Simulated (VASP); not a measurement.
# Bi (Im-3m) in VASP: a series of runs, part 2 of 2

VASP 6.6.1.

**3. Single point, PBE (34.19 Å³/atom)**

This run uses another cell than the first one, of 34.19 Å³/atom.

The input, INCAR:

```
PREC = Accurate
ENCUT = 520
EDIFF = 1E-6
ISMEAR = -1
SIGMA = 0.1
LREAL = False
LASPH = True
NELM = 60
ALGO = Normal
ISIF = 2
LWAVE = False
LCHARG = False
GGA = PE
NBANDS = 14
```

The input, KPOINTS:

```
Automatic mesh
0
Gamma
  18 18 18
```

The input, POSCAR:

```
Bi
1.0
   -2.0446507920      2.0446507920      2.0446507920
    2.0446507920     -2.0446507920      2.0446507920
    2.0446507920      2.0446507920     -2.0446507920
Bi
1
Direct
    0.0000000000      0.0000000000      0.0000000000
```

Potentials or basis: VASP PAW PBE potentials, release 64 (Bi_d).

Started as:

```sh
$ cat potpaw_PBE.64/Bi_d/POTCAR > POTCAR
$ mpirun -np 1 vasp_std > vasp.out
```

Run time: 1.7 min. Hardware: 1 thread of Intel Xeon 8259CL, shared host; peak memory 0.22 GiB.

The run converged. Its results:

| Property | Result |
| --- | --- |
| Free energy | -3.7381 eV |
| Pressure | -3.4 GPa |
| Band gap on the k mesh | zero (an odd number of electrons rules out a gap without spin polarisation) |

Levels at points of the mesh, in eV from the Fermi level:
| k point | band 4 | band 5 | band 6 | band 7 | band 8 | band 9 | band 10 | band 11 |
| --- | --- | --- | --- | --- | --- | --- | --- | --- |
| (0.00, 0.00, 0.00) | -22.88 | -22.88 | -12.91 | 4.48 | 4.48 | 4.48 | 8.00 | 10.44 |
| (0.50, 0.00, 0.00) | -22.88 | -22.82 | -10.36 | -4.54 | 1.41 | 3.18 | 5.66 | 7.35 |
| (0.50, 0.50, 0.50) | -22.83 | -22.83 | -8.64 | -1.60 | -1.60 | -1.60 | 3.63 | 3.63 |

Caveat: the cell stands under tension; spin-orbit coupling is left out, which moves the levels of the heavy elements.

**4. Single point, PBE (35.46 Å³/atom)**

This run uses another cell than the first one, of 35.46 Å³/atom.

Changes to INCAR since step 3:

```diff
@@ -11,4 +11,6 @@
 LWAVE = False
-LCHARG = False
+LCHARG = True
 GGA = PE
+LELF = True
+LVHAR = True
 NBANDS = 14
```

The input, KPOINTS:

```
regular mesh
0
Gamma
  18 18 18
```

The input, POSCAR:

```
Bi
1.0
   -2.0695880155      2.0695880155      2.0695880155
    2.0695880155     -2.0695880155      2.0695880155
    2.0695880155      2.0695880155     -2.0695880155
Bi
1
Direct
    0.0000000000      0.0000000000      0.0000000000
```

Potentials or basis: VASP PAW PBE potentials, release 64 (Bi_d).

Started as:

```sh
$ cat potpaw_PBE.64/Bi_d/POTCAR > POTCAR
$ mpirun -np 1 vasp_std > vasp.out
```

OUTCAR:

```text
PREC = Accurate
   ENCUT = 520
   EDIFF = 1E-6
   ISMEAR = -1
   LREAL = False
   LASPH = True
   NELM = 60
   ISIF = 2
   GGA = PE

 ion  position               nearest neighbor table
   1  0.000  0.000  0.000-

  LATTYP: Found a body centered cubic cell.
 ALAT       =     4.1391760310

  Lattice vectors:

 A1 = (  -2.0695880155,   2.0695880155,   2.0695880155)
 A2 = (   2.0695880155,  -2.0695880155,   2.0695880155)
[... 584 lines left out ...]
     12      17.2639      0.00000
     13      19.0344      0.00000
     14      22.0823      0.00000

 [... further k-points ...]

------------------------ aborting loop because EDIFF is reached ----------------------------------------

  FORCE on cell =-STRESS in cart. coord.  units (eV):
  Direction    XX          YY          ZZ          XY          YZ          ZX
  --------------------------------------------------------------------------------------
  -------------------------------------------------------------------------------------
  Total       -1.0187402     -1.0187402     -1.0187402      0.0000000      0.0000000      0.0000000
  in kB      -46.0322634    -46.0322634    -46.0322634      0.0000000      0.0000000      0.0000000
  external PRESSURE =     -46.0322634 kB  Pullay stress =       0.0000000 kB

 VOLUME and BASIS-vectors are now :
 -----------------------------------------------------------------------------
  energy-cutoff  :      520.00
  volume of cell :       35.46
      direct lattice vectors                 reciprocal lattice vectors
    -2.069588015  2.069588015  2.069588015     0.000000000  0.241593977  0.241593977
     2.069588015 -2.069588015  2.069588015     0.241593977  0.000000000  0.241593977
     2.069588015  2.069588015 -2.069588015     0.241593977  0.241593977  0.000000000

 POSITION                                       TOTAL-FORCE (eV/Angst)
 -----------------------------------------------------------------------------------
      0.00000      0.00000      0.00000        -0.000000      0.000000     -0.000000
 -----------------------------------------------------------------------------------
    total drift:                               -0.000000     -0.000000     -0.000000

  FREE ENERGIE OF THE ION-ELECTRON SYSTEM (eV)
  ---------------------------------------------------
  free  energy   TOTEN  =        -3.7069167568 eV

  energy  without entropy=       -3.6814383467  energy(sigma->0) =       -3.69417755
```

OSZICAR:

```text
N       E                     dE             d eps       ncg     rms          rms(c)
DAV:   1     0.114888935513E+03    0.11489E+03   -0.76888E+03  5526   0.119E+03
DAV:   2     0.324968652518E+01   -0.11164E+03   -0.10824E+03  5826   0.333E+02
DAV:   3    -0.353742721681E+01   -0.67871E+01   -0.67579E+01  6986   0.807E+01
DAV:   4    -0.370233663643E+01   -0.16491E+00   -0.16487E+00  6838   0.136E+01
DAV:   5    -0.370953179466E+01   -0.71952E-02   -0.71950E-02  7950   0.257E+00    0.480E-01
DAV:   6    -0.370643986324E+01    0.30919E-02   -0.93199E-03  7304   0.122E+00    0.303E-01
DAV:   7    -0.370680483366E+01   -0.36497E-03   -0.69149E-03  7266   0.101E+00    0.880E-02
DAV:   8    -0.370691283920E+01   -0.10801E-03   -0.69362E-04  7260   0.384E-01    0.154E-02
DAV:   9    -0.370691540019E+01   -0.25610E-05   -0.17681E-05  7396   0.598E-02    0.588E-03
DAV:  10    -0.370691668537E+01   -0.12852E-05   -0.35010E-06  6852   0.240E-02    0.568E-04
DAV:  11    -0.370691675677E+01   -0.71394E-07   -0.14566E-07  4506   0.429E-03
   1 F= -.37069168E+01 E0= -.36941776E+01  d E =-.254784E-01
```

Wall time 1.9 min (1 thread of Intel Xeon 8259CL, shared host); peak memory 0.22 GiB.

Results:

- Free energy: -3.7069 eV
- Pressure: -4.6 GPa
- Band gap on the k mesh: zero (an odd number of electrons rules out a gap without spin polarisation)

Caveat: the cell stands under tension; spin-orbit coupling is left out, which moves the levels of the heavy elements.

**5. The runs side by side**

```csv
cell,gap on the mesh (eV),pressure (GPa)
"a = 3.497 Å, angles 109.5°, 1 atom",none,-1.9
"a = 3.541 Å, angles 109.5°, 1 atom",none,-3.4
"a = 3.585 Å, angles 109.5°, 1 atom",none,-4.6
```

Alike in all rows: task single point; level PBE; potentials or basis VASP PAW PBE potentials, release 64 (Bi_d); no spin polarisation; k mesh 18 × 18 × 18; cutoff (eV) 520; smearing fermi-dirac 0.1 eV.

Caveats: spin-orbit coupling is left out, which moves the levels of the heavy elements; the cell stands under tension (at least some runs).

Absolute energies hang on the potentials; compare differences alone.
